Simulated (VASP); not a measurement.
# ZrTaC2 (R-3m) in VASP: single point with LDA

Aim: the single point of ZrTaC2 with LDA.

Program: VASP 6.6.1. These are calculated values, not measurements. Logs are shortened: lines on timing, memory, paths and dates and some standing lists are left out, and cuts for length are marked.

## 1. The cell of the first run

It takes space group R-3m (No. 166, trigonal). The conventional cell has a = 3.233 Å, b = 3.233 Å, c = 15.919 Å, α = 90.00°, β = 90.00°, γ = 120.00°. Within 3.1 Å of Zr (site symmetry -3m) lie 6 C at 2.33 Å. Within 3.0 Å of Ta (site symmetry -3m) lie 6 C at 2.25 Å. Within 3.0 Å of C (site symmetry 3m) lie 3 Ta at 2.25 Å and 3 Zr at 2.33 Å.

## 2. Single point, LDA

INCAR reads:

```
SYSTEM = ZrTaC2
PREC     = Accurate       ! precision mode
ENCUT    = 520            ! plane-wave cutoff, eV
EDIFF    = 1E-6           ! SCF threshold, eV
ISMEAR   = -1             ! smearing method
SIGMA    = 0.01           ! smearing width, eV
LREAL    = .FALSE.        ! projectors in reciprocal space
LASPH    = .TRUE.         ! aspherical terms in the spheres
NELM     = 60             ! most SCF steps
ALGO     = Normal         ! electronic algorithm
ISIF     = 2              ! what is computed and relaxed
LWAVE    = .FALSE.        ! write WAVECAR
LCHARG   = .FALSE.        ! write CHGCAR
GGA      = CA             ! functional
NBANDS   = 24             ! bands
```

KPOINTS reads:

```
regular mesh
0
G
  4 4 4
  0 0 0
```

POSCAR reads:

```
ZrTaC2
1.0
    1.6162800000      0.9331600000      5.3064700000
   -1.6162800000      0.9331600000      5.3064700000
    0.0000000000     -1.8663100000      5.3064700000
Zr Ta C
1 1 2
Direct
    0.0000000000      0.0000000000      0.0000000000
    0.5000000000      0.5000000000      0.5000000000
    0.7547200000      0.7547200000      0.7547200000
    0.2452800000      0.2452800000      0.2452800000
```

Potentials or basis: VASP PAW LDA potentials, release 64 (Zr_sv, Ta_pv, C).

Run with:

```bash
cat potpaw_LDA.64/Zr_sv/POTCAR potpaw_LDA.64/Ta_pv/POTCAR potpaw_LDA.64/C/POTCAR > POTCAR
mpirun -np 1 vasp_std > vasp.out
```

OUTCAR:

```text
SYSTEM = ZrTaC2
   PREC = Accurate
   ENCUT = 520
   EDIFF = 1E-6
   ISMEAR = -1
   LREAL = .FALSE.
   LASPH = .TRUE.
   NELM = 60
   ISIF = 2
   GGA = CA

 ion  position               nearest neighbor table
   1  0.000  0.000  0.000-   3 2.33   4 2.33   3 2.33   3 2.33   4 2.33   4 2.33   2 3.24   2 3.24
                             2 3.24   2 3.24   2 3.24   2 3.24
   2  0.500  0.500  0.500-   4 2.25   3 2.25   4 2.25   4 2.25   3 2.25   3 2.25   1 3.24   1 3.24
                             1 3.24   1 3.24   1 3.24   1 3.24
   3  0.755  0.755  0.755-   2 2.25   2 2.25   2 2.25   1 2.33   1 2.33   1 2.33
   4  0.245  0.245  0.245-   2 2.25   2 2.25   2 2.25   1 2.33   1 2.33   1 2.33

  LATTYP: Found a trigonal (rhomboedric) cell.
 ALAT       =     5.6251019977
 COS(alpha) =     0.8348789696

  Lattice vectors:

 A1 = (   1.6162800000,   0.9331600000,   5.3064700000)
 A2 = (  -1.6162800000,   0.9331600000,   5.3064700000)
 A3 = (   0.0000000000,  -1.8663100000,   5.3064700000)

Analysis of symmetry for initial positions (statically):
=====================================================================
 Subroutine PRICEL returns:
 Original cell was already a primitive cell.

 Routine SETGRP: Setting up the symmetry group for a
 trigonal (rhombohedral) supercell.

 Subroutine GETGRP returns: Found 12 space group operations
 (whereof 12 operations were pure point group operations)
 out of a pool of 12 trial point group operations.

The static configuration has the point symmetry D_3d.

Analysis of symmetry for dynamics (positions and initial velocities):
=====================================================================
 Subroutine PRICEL returns:
 Original cell was already a primitive cell.

 Routine SETGRP: Setting up the symmetry group for a
 trigonal (rhombohedral) supercell.

 Subroutine GETGRP returns: Found 12 space group operations
 (whereof 12 operations were pure point group operations)
 out of a pool of 12 trial point group operations.

The dynamic configuration has the point symmetry D_3d.

 Subroutine INISYM returns: Found 12 space group operations
 (whereof 12 operations are pure point group operations),
 and found     1 'primitive' translations

----------------------------------------------------------------------------------------

                                     Primitive cell

  volume of cell :      48.0207

  direct lattice vectors                    reciprocal lattice vectors
     1.616280000  0.933160000  5.306470000     0.309352340  0.178605236  0.062816286
    -1.616280000  0.933160000  5.306470000    -0.309352340  0.178605236  0.062816286
     0.000000000 -1.866310000  5.306470000     0.000000000 -0.357210472  0.062816623

  length of vectors
     5.625101998  5.625101998  5.625098833     0.362690759  0.362690759  0.362691673

  position of ions in fractional coordinates (direct lattice)
     0.000000000  0.000000000  0.000000000
     0.500000000  0.500000000  0.500000000
     0.754720000  0.754720000  0.754720000
     0.245280000  0.245280000  0.245280000

  ion indices of the primitive-cell ions
   primitive index   ion index
                 1           1
                 2           2
                 3           3
                 4           4

----------------------------------------------------------------------------------------

 KPOINTS: regular mesh

Automatic generation of k-mesh.
 Grid dimensions read from file:
 generate k-points for:    4    4    4

 Generating k-lattice:

  Cartesian coordinates                     Fractional coordinates (reciprocal lattice)
     0.077338085  0.044651309  0.015704072     0.250000000  0.000000000  0.000000000
    -0.077338085  0.044651309  0.015704072     0.000000000  0.250000000  0.000000000
     0.000000000 -0.089302618  0.015704156     0.000000000  0.000000000  0.250000000

  Length of vectors
     0.090672690  0.090672690  0.090672918

  Shift w.r.t. Gamma in fractional coordinates (k-lattice)
     0.000000000  0.000000000  0.000000000

 Subroutine IBZKPT returns following result:
 ===========================================

 Found     13 irreducible k-points:

 Following reciprocal coordinates:
            Coordinates               Weight
  0.000000  0.000000  0.000000      1.000000
  0.250000 -0.000000 -0.000000      6.000000
  0.500000 -0.000000 -0.000000      3.000000
  0.250000  0.250000  0.000000      6.000000
  0.500000  0.250000 -0.000000     12.000000
 -0.250000  0.250000  0.000000      6.000000
  0.500000  0.500000  0.000000      3.000000
  0.250000  0.250000  0.250000      2.000000
  0.500000  0.250000  0.250000      6.000000
 -0.250000  0.250000  0.250000      6.000000
  0.500000  0.500000  0.250000      6.000000
 -0.250000  0.500000  0.250000      6.000000
  0.500000  0.500000  0.500000      1.000000
   k-points           NKPTS =     13   k-points in BZ     NKDIM =     13   number of bands    NBANDS=     24
   number of dos      NEDOS =    301   number of ions     NIONS =      4
   total plane-waves  NPLWV =  74088
   dimension x,y,z NGX =    42 NGY =   42 NGZ =   42
   dimension x,y,z NGXF=    84 NGYF=   84 NGZF=   84
   ions per type =               1   1   2
   NGX,Y,Z   is equivalent  to a cutoff of  12.41, 12.41, 12.41 a.u.
   NGXF,Y,Z  is equivalent  to a cutoff of  24.83, 24.83, 24.83 a.u.
 SYSTEM =  ZrTaC2
   PREC   = accura    normal or accurate (medium, high low for compatibility)
   ISTART =      0    job   : 0-new  1-cont  2-samecut
   ICHARG =      2    charge: 1-file 2-atom 10-const
   ISPIN  =      1    spin polarized calculation?
   LNONCOLLINEAR =      F non collinear calculations
   LSORBIT =      F    spin-orbit coupling
   LASPH  =      T    aspherical Exc in radial PAW
   ENCUT  =  520.0 eV  38.22 Ry    6.18 a.u.  10.46 10.46 10.46*2*pi/ulx,y,z
   NELM   =     60;   NELMIN=  2; NELMDL= -5     # of ELM steps
   EDIFF  = 0.1E-05   stopping-criterion for ELM
   LREAL  =      F    real-space projection
   EDIFFG = 0.1E-04   stopping-criterion for IOM
   NSW    =      0    number of steps for IOM
   IBRION =     -1    ionic relax: 0-MD 1-quasi-New 2-CG
   NFREE  =      0    steps in history (QN), initial steepest desc. (CG)
   ISIF   =      2    stress and relaxation
   ISYM   =      2    0-nonsym 1-usesym 2-fastsym
   POTIM  = 0.5000    time-step for ionic-motion
   TEBEG  =    0.0;   TEEND  =   0.0 temperature during run
   PSTRESS=    0.0 pullay stress
   NELECT =      31.0000    total number of electrons
   NUPDOWN=      -1.0000    fix difference up-down
   EMIN   =  10.00;   EMAX   =-10.00  energy-range for DOS
   EFERMI =   0.00;   METHOD = LEGACY
   ISMEAR =    -1;   SIGMA  =   0.01  broadening in eV -4-tet -1-fermi 0-gaus
   EFERMI_NEDOS =   21; number of points for ismear=-14 and -15
   IALGO  =     38    algorithm
   IMIX   =      4    mixing-type and parameters
     AMIX     =   0.40;   BMIX     =  1.00
     AMIX_MAG =   1.60;   BMIX_MAG =  1.00
  volume/ion in A,a.u.               =      12.01        81.01
  Fermi-wavevector in a.u.,A,eV,Ry     =   1.414879  2.673734 27.237273  2.001883
  Thomas-Fermi vector in A             =   2.536376
   LORBIT       =      0    0 simple, 1 ext, 2 COOP (PROOUT), +10 PAW based schemes
   GGA     = CA    functional components
   LHFCALC =     F    Hartree Fock is set to
   AEXX    =    0.0000 exact exchange contribution
   IVDW    =     0    specifies the selected vdW correction
   LEPSILON=     F    determine dielectric tensor
   LRPA    =     F    only Hartree local field effects (RPA)
 non-spin polarized calculation
  energy-cutoff  :      520.00
  volume of cell :       48.02
 maximum number of plane-waves:      1306
 NGX is ok and might be reduce to    42
   NGX = 21   NGY = 21   NGZ = 21

 number of electron      30.9999999 magnetization

 Free energy of the ion-electron system (eV)
  ---------------------------------------------------
  ext. energy  EPLUGINS =         0.00000000
  ---------------------------------------------------
  free energy    TOTEN  =       -45.68786120 eV

  energy without entropy =      -45.68651909  energy(sigma->0) =      -45.68719015

 E-fermi :   9.2495     XC(G=0): -12.8477

 val. band max:        9.2369155426   @ k =  -0.2500   0.5000   0.2500
 cond. band min:       9.2654938523   @ k =   0.0000   0.0000   0.0000
 fundamental gap:      0.0285783096
 Fermi energy:         9.2494534144

 k-point     1 :       0.0000    0.0000    0.0000
  band No.  band energies     occupation
      1     -39.2626      2.00000
      2     -25.7628      2.00000
      3     -25.5719      2.00000
      4     -25.5719      2.00000
      5     -17.6587      2.00000
      6     -17.1426      2.00000
[... 16 lines left out ...]
     23      13.3404      0.00000
     24      15.0310      0.00000

 k-point     2 :       0.2500   -0.0000   -0.0000
  band No.  band energies     occupation
      1     -39.2142      2.00000
      2     -25.7881      2.00000
      3     -25.7204      2.00000
      4     -25.6217      2.00000
      5     -17.5910      2.00000
      6     -17.5704      2.00000
[... 16 lines left out ...]
     23      15.1616      0.00000
     24      15.7897      0.00000

 k-point     3 :       0.5000   -0.0000   -0.0000
  band No.  band energies     occupation
      1     -39.1653      2.00000
      2     -25.9957      2.00000
      3     -25.6780      2.00000
      4     -25.6710      2.00000
      5     -17.9784      2.00000
      6     -17.5103      2.00000
[... 16 lines left out ...]
     23      15.8512      0.00000
     24      16.8327      0.00000
[... 217 lines left out ...]
 k-point    12 :      -0.2500    0.5000    0.2500
  band No.  band energies     occupation
      1     -39.1652      2.00000
      2     -25.9188      2.00000
      3     -25.7546      2.00000
      4     -25.6797      2.00000
      5     -17.8119      2.00000
      6     -17.5061      2.00000
[... 16 lines left out ...]
     23      15.7311      0.00000
     24      16.8563      0.00000

 k-point    13 :       0.5000    0.5000    0.5000
  band No.  band energies     occupation
      1     -39.2631      2.00000
      2     -25.7510      2.00000
      3     -25.5719      2.00000
      4     -25.5718      2.00000
      5     -17.7045      2.00000
      6     -17.1432      2.00000
[... 16 lines left out ...]
     23      15.0269      0.00000
     24      15.4403      0.00000

------------------------ aborting loop because EDIFF is reached ----------------------------------------

  FORCE on cell =-STRESS in cart. coord.  units (eV):
  Direction    XX          YY          ZZ          XY          YZ          ZX
  --------------------------------------------------------------------------------------
  -------------------------------------------------------------------------------------
  Total       -3.0706476     -3.0706277     -2.7206982     -0.0000000     -0.0000017      0.0000000
  in kB     -102.4501107   -102.4494461    -90.7742820     -0.0000000     -0.0000570      0.0000000
  external PRESSURE =     -98.5579463 kB  Pullay stress =       0.0000000 kB

 VOLUME and BASIS-vectors are now :
 -----------------------------------------------------------------------------
  energy-cutoff  :      520.00
  volume of cell :       48.02
      direct lattice vectors                 reciprocal lattice vectors
     1.616280000  0.933160000  5.306470000     0.309352340  0.178605236  0.062816286
    -1.616280000  0.933160000  5.306470000    -0.309352340  0.178605236  0.062816286
     0.000000000 -1.866310000  5.306470000     0.000000000 -0.357210472  0.062816623

 POSITION                                       TOTAL-FORCE (eV/Angst)
 -----------------------------------------------------------------------------------
      0.00000      0.00000      0.00000         0.000000      0.000000      0.000000
      0.00000      0.00001      7.95970        -0.000000     -0.000000      0.000000
      0.00000      0.00001     12.01470         0.000000      0.000000      0.056177
      0.00000      0.00000      3.90471         0.000000     -0.000000     -0.056177
 -----------------------------------------------------------------------------------
    total drift:                               -0.000000     -0.000000     -0.000000

  FREE ENERGIE OF THE ION-ELECTRON SYSTEM (eV)
  ---------------------------------------------------
  free  energy   TOTEN  =       -45.6878612041 eV

  energy  without entropy=      -45.6865190948  energy(sigma->0) =      -45.68719015
```

Run time: 74 s. Hardware: 1 thread of AMD EPYC 7R13, shared host; peak memory 0.19 GiB.

Results:

- Free energy: -45.6879 eV
- Pressure: -9.9 GPa
- Largest force: 0.056 eV/Å

Forces on the atoms (eV/Å):
```
Zr   0.000  0.000  0.000
Ta   0.000  0.000  0.000
C    0.000  0.000  0.056
C    0.000  0.000 -0.056
```

Stress tensor (GPa, compression positive):
```
-10.25   0.00   0.00
  0.00 -10.24   0.00
  0.00   0.00  -9.08
```

Caveat: the k points lie up to 0.57 Å⁻¹ apart; spin-orbit coupling is left out, which moves the levels of the heavy elements.
